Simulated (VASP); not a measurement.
# BaO (Fm-3m) in VASP: a series of runs

Runs on BaO. Level: PBEsol. Tasks: single point.

All numbers are computed with VASP 6.6.1; they aren't measurements. Logs are shortened: lines on timing, memory, paths and dates and some standing lists are left out, and cuts for length are marked.

## Step 1: The cell of the first run

It takes space group Fm-3m (No. 225, cubic). The conventional cell has a = 5.500 Å, b = 5.500 Å, c = 5.500 Å, α = 90.00°, β = 90.00°, γ = 90.00°. Within 3.6 Å of Ba (site symmetry m-3m) lie 6 O at 2.75 Å. Within 3.6 Å of O (site symmetry m-3m) lie 6 Ba at 2.75 Å.

## Step 2: Single point, PBEsol

File INCAR:

```
PREC = Accurate
ENCUT = 600
EDIFF = 1E-6
ISMEAR = 0
SIGMA = 0.02
LREAL = F
LASPH = T
NELM = 120
ALGO = Normal
ISIF = 2
LWAVE = F
LCHARG = F
GGA = PS
NBANDS = 15
GGA_COMPAT = F
```

File KPOINTS:

```
Automatic mesh
0
Gamma
  12 12 12
```

File POSCAR:

```
BaO
1.0
    0.0000000000      2.7500000000      2.7500000000
    2.7500000000      0.0000000000      2.7500000000
    2.7500000000      2.7500000000      0.0000000000
Ba O
1 1
Direct
    0.0000000000      0.0000000000      0.0000000000
    0.5000000000      0.5000000000      0.5000000000
```

Potentials or basis: VASP PAW PBE potentials, release 64 (Ba_sv, O).

Command:

```console
> cat potpaw_PBE.64/Ba_sv/POTCAR potpaw_PBE.64/O/POTCAR > POTCAR
> mpirun -np 1 vasp_std > vasp.out
```

OUTCAR:

```text
PREC = Accurate
   ENCUT = 600
   EDIFF = 1E-6
   ISMEAR = 0
   LREAL = F
   LASPH = T
   NELM = 120
   ISIF = 2
   GGA = PS

 ion  position               nearest neighbor table
   1  0.000  0.000  0.000-   2 2.75   2 2.75   2 2.75   2 2.75   2 2.75   2 2.75
   2  0.500  0.500  0.500-   1 2.75   1 2.75   1 2.75   1 2.75   1 2.75   1 2.75

  LATTYP: Found a face centered cubic cell.
 ALAT       =     5.5000000000

  Lattice vectors:

 A1 = (   0.0000000000,   2.7500000000,   2.7500000000)
 A2 = (   2.7500000000,   0.0000000000,   2.7500000000)
 A3 = (   2.7500000000,   2.7500000000,   0.0000000000)

Analysis of symmetry for initial positions (statically):
=====================================================================
 Subroutine PRICEL returns:
 Original cell was already a primitive cell.

 Routine SETGRP: Setting up the symmetry group for a
 face centered cubic supercell.

 Subroutine GETGRP returns: Found 48 space group operations
 (whereof 48 operations were pure point group operations)
 out of a pool of 48 trial point group operations.

The static configuration has the point symmetry O_h .

Analysis of symmetry for dynamics (positions and initial velocities):
=====================================================================
 Subroutine PRICEL returns:
 Original cell was already a primitive cell.

 Routine SETGRP: Setting up the symmetry group for a
 face centered cubic supercell.

 Subroutine GETGRP returns: Found 48 space group operations
 (whereof 48 operations were pure point group operations)
 out of a pool of 48 trial point group operations.

The dynamic configuration has the point symmetry O_h .

 Subroutine INISYM returns: Found 48 space group operations
 (whereof 48 operations are pure point group operations),
 and found     1 'primitive' translations

----------------------------------------------------------------------------------------

                                     Primitive cell

  volume of cell :      41.5938

  direct lattice vectors                    reciprocal lattice vectors
     0.000000000  2.750000000  2.750000000    -0.181818182  0.181818182  0.181818182
     2.750000000  0.000000000  2.750000000     0.181818182 -0.181818182  0.181818182
     2.750000000  2.750000000  0.000000000     0.181818182  0.181818182 -0.181818182

  length of vectors
     3.889087297  3.889087297  3.889087297     0.314918329  0.314918329  0.314918329

  position of ions in fractional coordinates (direct lattice)
     0.000000000  0.000000000  0.000000000
     0.500000000  0.500000000  0.500000000

  ion indices of the primitive-cell ions
   primitive index   ion index
                 1           1
                 2           2

----------------------------------------------------------------------------------------

 KPOINTS: Automatic mesh

Automatic generation of k-mesh.
 Grid dimensions read from file:
 generate k-points for:   12   12   12

 Generating k-lattice:

  Cartesian coordinates                     Fractional coordinates (reciprocal lattice)
    -0.015151515  0.015151515  0.015151515     0.083333333  0.000000000  0.000000000
     0.015151515 -0.015151515  0.015151515     0.000000000  0.083333333  0.000000000
     0.015151515  0.015151515 -0.015151515     0.000000000  0.000000000  0.083333333

  Length of vectors
     0.026243194  0.026243194  0.026243194

  Shift w.r.t. Gamma in fractional coordinates (k-lattice)
     0.000000000  0.000000000  0.000000000

 Subroutine IBZKPT returns following result:
 ===========================================

 Found     72 irreducible k-points:

 Following reciprocal coordinates:
            Coordinates               Weight
  0.000000  0.000000  0.000000      1.000000
  0.083333  0.000000  0.000000      8.000000
  0.166667  0.000000  0.000000      8.000000
  0.250000  0.000000  0.000000      8.000000
  0.333333  0.000000  0.000000      8.000000
  0.416667  0.000000  0.000000      8.000000
[... 16 lines left out ...]
  0.500000  0.166667  0.000000     24.000000
 -0.416667  0.166667  0.000000     24.000000
 [... further k-points ...]
   k-points           NKPTS =     72   k-points in BZ     NKDIM =     72   number of bands    NBANDS=     15
   number of dos      NEDOS =    301   number of ions     NIONS =      2
   total plane-waves  NPLWV =  32768
   dimension x,y,z NGX =    32 NGY =   32 NGZ =   32
   dimension x,y,z NGXF=    64 NGYF=   64 NGZF=   64
   ions per type =               1   1
   NGX,Y,Z   is equivalent  to a cutoff of  13.68, 13.68, 13.68 a.u.
   NGXF,Y,Z  is equivalent  to a cutoff of  27.36, 27.36, 27.36 a.u.
 SYSTEM =  unknown system
   PREC   = accura    normal or accurate (medium, high low for compatibility)
   ISTART =      0    job   : 0-new  1-cont  2-samecut
   ICHARG =      2    charge: 1-file 2-atom 10-const
   ISPIN  =      1    spin polarized calculation?
   LNONCOLLINEAR =      F non collinear calculations
   LSORBIT =      F    spin-orbit coupling
   LASPH  =      T    aspherical Exc in radial PAW
   ENCUT  =  600.0 eV  44.10 Ry    6.64 a.u.   7.77  7.77  7.77*2*pi/ulx,y,z
   NELM   =    120;   NELMIN=  2; NELMDL= -5     # of ELM steps
   EDIFF  = 0.1E-05   stopping-criterion for ELM
   LREAL  =      F    real-space projection
   EDIFFG = 0.1E-04   stopping-criterion for IOM
   NSW    =      0    number of steps for IOM
   IBRION =     -1    ionic relax: 0-MD 1-quasi-New 2-CG
   NFREE  =      0    steps in history (QN), initial steepest desc. (CG)
   ISIF   =      2    stress and relaxation
   ISYM   =      2    0-nonsym 1-usesym 2-fastsym
   POTIM  = 0.5000    time-step for ionic-motion
   TEBEG  =    0.0;   TEEND  =   0.0 temperature during run
   PSTRESS=    0.0 pullay stress
   NELECT =      16.0000    total number of electrons
   NUPDOWN=      -1.0000    fix difference up-down
   EMIN   =  10.00;   EMAX   =-10.00  energy-range for DOS
   EFERMI =   0.00;   METHOD = LEGACY
   ISMEAR =     0;   SIGMA  =   0.02  broadening in eV -4-tet -1-fermi 0-gaus
   EFERMI_NEDOS =   21; number of points for ismear=-14 and -15
   IALGO  =     38    algorithm
   IMIX   =      4    mixing-type and parameters
     AMIX     =   0.40;   BMIX     =  1.00
     AMIX_MAG =   1.60;   BMIX_MAG =  1.00
  volume/ion in A,a.u.               =      20.80       140.34
  Fermi-wavevector in a.u.,A,eV,Ry     =   1.190617  2.249940 19.287200  1.417569
  Thomas-Fermi vector in A             =   2.326698
   LORBIT       =      0    0 simple, 1 ext, 2 COOP (PROOUT), +10 PAW based schemes
   GGA     = PS    functional components
   LHFCALC =     F    Hartree Fock is set to
   AEXX    =    0.0000 exact exchange contribution
   IVDW    =     0    specifies the selected vdW correction
   LEPSILON=     F    determine dielectric tensor
   LRPA    =     F    only Hartree local field effects (RPA)
 non-spin polarized calculation
 Gauss-broadening in eV      SIGMA  =   0.02
  energy-cutoff  :      600.00
  volume of cell :       41.59
 maximum number of plane-waves:      1411
   NGX = 15   NGY = 15   NGZ = 15

 number of electron      15.9999997 magnetization

 Free energy of the ion-electron system (eV)
  ---------------------------------------------------
  ext. energy  EPLUGINS =         0.00000000
  ---------------------------------------------------
  free energy    TOTEN  =       -12.39739501 eV

  energy without entropy =      -12.39739501  energy(sigma->0) =      -12.39739501

 E-fermi :   2.0560     XC(G=0):  -9.9534

 val. band max:        1.8575737249   @ k =   0.5000   0.5000   0.0000
 cond. band min:       3.6483017534   @ k =   0.5000   0.5000   0.0000
 fundamental gap:      1.7907280285
 Fermi energy:         2.0560245659

 k-point     1 :       0.0000    0.0000    0.0000
  band No.  band energies     occupation
      1     -23.9908      2.00000
      2     -13.1375      2.00000
      3      -8.4367      2.00000
      4      -8.4367      2.00000
      5      -8.4367      2.00000
      6       1.4462      2.00000
      7       1.4462      2.00000
      8       1.4462      2.00000
      9       5.3099      0.00000
     10       6.4738      0.00000
     11       6.4738      0.00000
     12       6.4738      0.00000
     13       8.8159      0.00000
     14       8.8159      0.00000
     15      11.6224      0.00000

 k-point     2 :       0.0833    0.0000    0.0000
  band No.  band energies     occupation
      1     -23.9724      2.00000
      2     -13.1908      2.00000
      3      -8.4543      2.00000
      4      -8.4456      2.00000
      5      -8.4456      2.00000
      6       1.2740      2.00000
      7       1.3472      2.00000
      8       1.3472      2.00000
      9       5.6261      0.00000
     10       6.3907      0.00000
     11       6.6089      0.00000
     12       6.6089      0.00000
     13       9.0076      0.00000
     14       9.0076      0.00000
     15      12.0903      0.00000

 k-point     3 :       0.1667    0.0000    0.0000
  band No.  band energies     occupation
      1     -23.9217      2.00000
      2     -13.3369      2.00000
      3      -8.5005      2.00000
      4      -8.4697      2.00000
      5      -8.4697      2.00000
      6       0.8771      2.00000
      7       1.0949      2.00000
      8       1.0949      2.00000
      9       6.1780      0.00000
     10       6.5411      0.00000
     11       6.9983      0.00000
     12       6.9983      0.00000
     13       9.5292      0.00000
     14       9.5292      0.00000
     15      13.2931      0.00000

 k-point     4 :       0.2500    0.0000    0.0000
  band No.  band energies     occupation
      1     -23.8508      2.00000
      2     -13.5368      2.00000
      3      -8.5595      2.00000
      4      -8.5018      2.00000
      5      -8.5018      2.00000
      6       0.4332      2.00000
      7       0.7854      2.00000
      8       0.7854      2.00000
      9       6.2340      0.00000
     10       7.5885      0.00000
     11       7.5885      0.00000
     12       7.5993      0.00000
     13      10.2660      0.00000
     14      10.2660      0.00000
     15      14.7866      0.00000
[... 307 lines left out ...]
 k-point    22 :       0.4167    0.1667    0.0000
  band No.  band energies     occupation
      1     -23.7227      2.00000
      2     -13.7106      2.00000
      3      -8.8672      2.00000
      4      -8.7611      2.00000
      5      -8.7277      2.00000
      6       0.3412      2.00000
      7       0.6780      2.00000
      8       0.8527      2.00000
      9       5.7064      0.00000
     10       7.9909      0.00000
     11       9.2843      0.00000
     12       9.4803      0.00000
     13      11.3642      0.00000
     14      11.8000      0.00000
     15      15.7404      0.00000

 k-point    23 :       0.5000    0.1667    0.0000
  band No.  band energies     occupation
      1     -23.6844      2.00000
      2     -13.8013      2.00000
      3      -8.9991      2.00000
      4      -8.7529      2.00000
      5      -8.7012      2.00000
      6       0.2480      2.00000
      7       0.6034      2.00000
      8       0.6317      2.00000
      9       6.2862      0.00000
     10       7.9664      0.00000
     11       9.4741      0.00000
     12      10.0187      0.00000
     13      12.1525      0.00000
     14      12.6683      0.00000
     15      14.7813      0.00000

 k-point    24 :      -0.4167    0.1667    0.0000
  band No.  band energies     occupation
      1     -23.6789      2.00000
      2     -13.8257      2.00000
      3      -9.0685      2.00000
      4      -8.7091      2.00000
      5      -8.6441      2.00000
      6       0.0853      2.00000
      7       0.4270      2.00000
      8       0.8272      2.00000
      9       6.7267      0.00000
     10       7.7638      0.00000
     11       9.2401      0.00000
     12      10.0489      0.00000
     13      12.1228      0.00000
     14      13.3048      0.00000
     15      14.3050      0.00000

 [... further k-points ...]

------------------------ aborting loop because EDIFF is reached ----------------------------------------

  FORCE on cell =-STRESS in cart. coord.  units (eV):
  Direction    XX          YY          ZZ          XY          YZ          ZX
  --------------------------------------------------------------------------------------
  -------------------------------------------------------------------------------------
  Total        0.3556701      0.3556701      0.3556701     -0.0000000      0.0000000      0.0000000
  in kB       13.7002945     13.7002945     13.7002945     -0.0000000      0.0000000      0.0000000
  external PRESSURE =      13.7002945 kB  Pullay stress =       0.0000000 kB

 VOLUME and BASIS-vectors are now :
 -----------------------------------------------------------------------------
  energy-cutoff  :      600.00
  volume of cell :       41.59
      direct lattice vectors                 reciprocal lattice vectors
     0.000000000  2.750000000  2.750000000    -0.181818182  0.181818182  0.181818182
     2.750000000  0.000000000  2.750000000     0.181818182 -0.181818182  0.181818182
     2.750000000  2.750000000  0.000000000     0.181818182  0.181818182 -0.181818182

 POSITION                                       TOTAL-FORCE (eV/Angst)
 -----------------------------------------------------------------------------------
      0.00000      0.00000      0.00000         0.000000      0.000000      0.000000
      2.75000      2.75000      2.75000         0.000000      0.000000      0.000000
 -----------------------------------------------------------------------------------
    total drift:                                0.000000     -0.000000      0.000000

  FREE ENERGIE OF THE ION-ELECTRON SYSTEM (eV)
  ---------------------------------------------------
  free  energy   TOTEN  =       -12.3973950068 eV

  energy  without entropy=      -12.3973950068  energy(sigma->0) =      -12.39739501
```

Run time: 26 s. Hardware: 1 thread of AMD EPYC 9R45 (Zen 5), shared host; peak memory 0.18 GiB.

What came out:

* Free energy: -12.3974 eV
* Pressure: 1.4 GPa
* Band gap on the k mesh: 1.79 eV, direct

Caveat: the PAW data sets were made with another functional, which shifts forces and pressure a little; spin-orbit coupling is left out, which moves the levels of the heavy elements.

## Step 3: Single point, PBEsol

This run uses another cell than the first one, of 21.42 Å³/atom, 1.030 times its volume.

File INCAR:

```
  PREC = Accurate
  ENCUT = 600
  EDIFF = 1E-6
  ISMEAR = 0
  SIGMA = 0.02
  LREAL = False
  LASPH = True
  NELM = 120
  ALGO = Normal
  ISIF = 2
  LWAVE = False
  LCHARG = False
  GGA = PS
  NBANDS = 15
  GGA_COMPAT = False
```

File KPOINTS:

```
regular mesh
0
Gamma
  12 12 12
```

File POSCAR:

```
BaO
1.0
    0.0000000000      2.7772294936      2.7772294936
    2.7772294936      0.0000000000      2.7772294936
    2.7772294936      2.7772294936      0.0000000000
Ba O
1 1
Direct
    0.0000000000      0.0000000000      0.0000000000
    0.5000000000      0.5000000000      0.5000000000
```

Potentials or basis: VASP PAW PBE potentials, release 64 (Ba_sv, O).

Command:

```console
> cat potpaw_PBE.64/Ba_sv/POTCAR potpaw_PBE.64/O/POTCAR > POTCAR
> mpirun -np 1 vasp_std > vasp.out
```

It took 28 s on 1 thread of AMD EPYC 9R45 (Zen 5), shared host; peak memory 0.18 GiB.

The run converged. Its results:

```
Free energy            : -12.4001 eV
Pressure               : -0.9 GPa
Band gap on the k mesh : 1.90 eV, direct
```

Levels at points of the mesh, in eV from the valence-band top:
```
           k point  band 6  band 7  band 8  band 9  band 10  band 11
(0.00, 0.00, 0.00)   -0.33   -0.33   -0.33    3.33     4.64     4.64
(0.50, 0.00, 0.00)   -2.02   -1.46   -1.46    4.85     7.13     7.13
(0.50, 0.50, 0.00)   -0.15   -0.15    0.00    1.90     5.90     8.87
```

Caveat: the PAW data sets were made with another functional, which shifts forces and pressure a little; spin-orbit coupling is left out, which moves the levels of the heavy elements. A k mesh can miss the band edges.

## Step 4: Single point, PBEsol

This run uses another cell than the first one, of 22.04 Å³/atom, 1.060 times its volume.

File INCAR:

```
PREC     = Accurate       # precision mode
ENCUT    = 600            # plane-wave cutoff, eV
EDIFF    = 1E-6           # SCF threshold, eV
ISMEAR   = 0              # smearing method
SIGMA    = 0.02           # smearing width, eV
LREAL    = False          # projectors in reciprocal space
LASPH    = True           # aspherical terms in the spheres
NELM     = 120            # most SCF steps
ALGO     = Normal         # electronic algorithm
ISIF     = 2              # what is computed and relaxed
LWAVE    = False          # write WAVECAR
LCHARG   = False          # write CHGCAR
GGA      = PS             # functional
NBANDS   = 15             # bands
GGA_COMPAT= False
```

File KPOINTS:

```
Automatic mesh
0
Gamma
  12 12 12
```

File POSCAR:

```
BaO
1.0
    0.0000000000      2.8039352617      2.8039352617
    2.8039352617      0.0000000000      2.8039352617
    2.8039352617      2.8039352617      0.0000000000
Ba O
1 1
Direct
    0.0000000000      0.0000000000      0.0000000000
    0.5000000000      0.5000000000      0.5000000000
```

Command:

```console
> cat potpaw_PBE.64/Ba_sv/POTCAR potpaw_PBE.64/O/POTCAR > POTCAR
> mpirun -np 1 vasp_std > vasp.out
```

It took 29 s on 1 thread of AMD EPYC 9R45 (Zen 5), shared host; peak memory 0.19 GiB.

It converged, with:

```yaml
Free_energy: -12.3863 eV
Pressure: -2.8 GPa
Band_gap_on_the_k_mesh: 2.00 eV, direct
```

Levels at points of the mesh, in eV from the valence-band top:
| k point | band 6 | band 7 | band 8 | band 9 | band 10 | band 11 |
| --- | --- | --- | --- | --- | --- | --- |
| (0.00, 0.00, 0.00) | -0.26 | -0.26 | -0.26 | 3.22 | 4.66 | 4.66 |
| (0.50, 0.00, 0.00) | -1.91 | -1.34 | -1.34 | 4.83 | 7.04 | 7.04 |
| (0.50, 0.50, 0.00) | -0.11 | -0.11 | 0.00 | 2.00 | 5.79 | 8.74 |

Caveat: the PAW data sets were made with another functional, which shifts forces and pressure a little; spin-orbit coupling is left out, which moves the levels of the heavy elements.

## Step 5: Overview

```csv
cell,gap on the mesh (eV),pressure (GPa)
"a = 3.889 Å, angles 60.0°, 2 atoms",1.79,1.4
"a = 3.928 Å, angles 60.0°, 2 atoms",1.90,-0.9
"a = 3.965 Å, angles 60.0°, 2 atoms",2.00,-2.8
```

Alike in all rows: task single point; level PBEsol; potentials or basis VASP PAW PBE potentials, release 64 (Ba_sv, O); no spin polarisation; k mesh 12 × 12 × 12; cutoff (eV) 600; smearing gaussian 0.02 eV.

Caveats: the PAW data sets were made with another functional, which shifts forces and pressure a little; spin-orbit coupling is left out, which moves the levels of the heavy elements.

Total energies depend on the potentials used, so only differences within one code and one set of settings carry meaning.
